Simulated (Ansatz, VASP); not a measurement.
Two plane-wave programs on SiO2

Contents of POSCAR:

```
SiO2
1.0
    0.0000000000      4.7162571100      7.3627753715
    2.3595806657      0.0000000000      7.3627753715
    2.3595806657      4.7162571100      0.0000000000
Si O
4 8
Direct
    0.9367689200      0.9367689200      0.5632310800
    0.6867689200      0.6867689200      0.3132310800
    0.3132310800      0.3132310800      0.6867689200
    0.5632310800      0.5632310800      0.9367689200
    0.0634396000      0.4365604000      0.0634396000
    0.4365604000      0.0634396000      0.4365604000
    0.8134396000      0.1865604000      0.8134396000
    0.1865604000      0.8134396000      0.1865604000
    0.1250000000      0.6250000000      0.6250000000
    0.6250000000      0.6250000000      0.6250000000
    0.6250000000      0.6250000000      0.1250000000
    0.6250000000      0.1250000000      0.6250000000
```

File INCAR.step1:

```
SYSTEM = SiO2
ALGO = Normal
EDIFF = 1E-4
ENCUT = 520
GGA = PE
ISMEAR = 0
LASPH = .TRUE.
LCHARG = .FALSE.
LREAL = .FALSE.
LWAVE = .TRUE.
NBANDS = 44
NELM = 60
PREC = Accurate
SIGMA = 0.01
```

The input INCAR.step2:

```
SYSTEM = SiO2
ALGO = Normal
EDIFF = 1E-7
ENCUT = 520
ISIF = 2
ISMEAR = 0
ISTART = 1
LASPH = .TRUE.
LCHARG = .TRUE.
LELF = .TRUE.
LMIXTAU = .TRUE.
LREAL = .FALSE.
LVHAR = .TRUE.
LWAVE = .FALSE.
METAGGA = R2SCAN
NBANDS = 44
NELM = 60
PREC = Accurate
SIGMA = 0.01
```

Contents of KPOINTS:

```
k-points
0
G
  6 6 6
  0 0 0
```

The input input:

```
crystal:
  lattice:
    - [0.0, 4.71625711, 7.3627753715]
    - [2.3595806657, 0.0, 7.3627753715]
    - [2.3595806657, 4.71625711, 0.0]
  atoms:
    - { symbol: Si, position: [0.93676892, 0.93676892, 0.56323108] }
    - { symbol: Si, position: [0.68676892, 0.68676892, 0.31323108] }
    - { symbol: Si, position: [0.31323108, 0.31323108, 0.68676892] }
    - { symbol: Si, position: [0.56323108, 0.56323108, 0.93676892] }
    - { symbol: O, position: [0.0634396, 0.4365604, 0.0634396] }
    - { symbol: O, position: [0.4365604, 0.0634396, 0.4365604] }
    - { symbol: O, position: [0.8134396, 0.1865604, 0.8134396] }
    - { symbol: O, position: [0.1865604, 0.8134396, 0.1865604] }
    - { symbol: O, position: [0.125, 0.625, 0.625] }
    - { symbol: O, position: [0.625, 0.625, 0.625] }
    - { symbol: O, position: [0.625, 0.625, 0.125] }
    - { symbol: O, position: [0.625, 0.125, 0.625] }
kpoints:
  mp_grid: { grid: [6, 6, 6] }
  band_path:
    path:
      - [0.0, 0.0, 0.0]
      - [0.5, 0.0, 0.5]
      - [1.0, 0.5, 0.5]
      - [0.5, 0.5, 0.0]
      - [0.0, 0.3382529499, 0.3382529499]
      - [1.0, 0.6617470501, 0.6617470501]
      - [0.5, 0.2130989552, 0.7130989552]
      - [0.5, 0.7869010448, 0.2869010448]
      - [0.5, 0.5, 0.5]
    npoints: 1
hamiltonian:
  xc: r2scan
scf:
  occupations: { method: fixed }
  n_extra_bands: 7
output:
  forces: true
  stress: true
  eigenvalues: true
  write_density: true
  write_potential: true
  elf: true
  volumetric_format: npy
```

Alike in both runs: functional r2SCAN; k mesh 6 × 6 × 6; no spin polarisation.

```csv
,VASP,Ansatz
version,VASP 6.6.1,Ansatz 0.2.0
potentials or method,"VASP PAW PBE potentials, release 64 (Si, O)",Ansatz PAW
plane-wave cutoff (eV),520,500
occupations,"gaussian, width 0.01 eV",fixed
valence electrons in the cell,64,64
task,single point,band structure
```

Ansatz gave:

- gap on the k mesh at the Fermi level (eV): 6.39
- least direct gap on the mesh (eV): 6.39
- pressure (GPa): 0.1
- traceless stress, the component that is largest in VASP (GPa): -0.19
- rms of the force components (eV/Å): 0.023

Question: What did VASP give for the same quantities?

Answer: gap on the k mesh at the Fermi level (eV): 6.40; least direct gap on the mesh (eV): 6.40; pressure (GPa): 0.3; traceless stress, the component that is largest in VASP (GPa): -0.07; rms of the force components (eV/Å): 0.012.

VASP's potentials were made for PBE, not for r2SCAN. Atom by atom the forces differ by 0.014 eV/Å (rms over components).
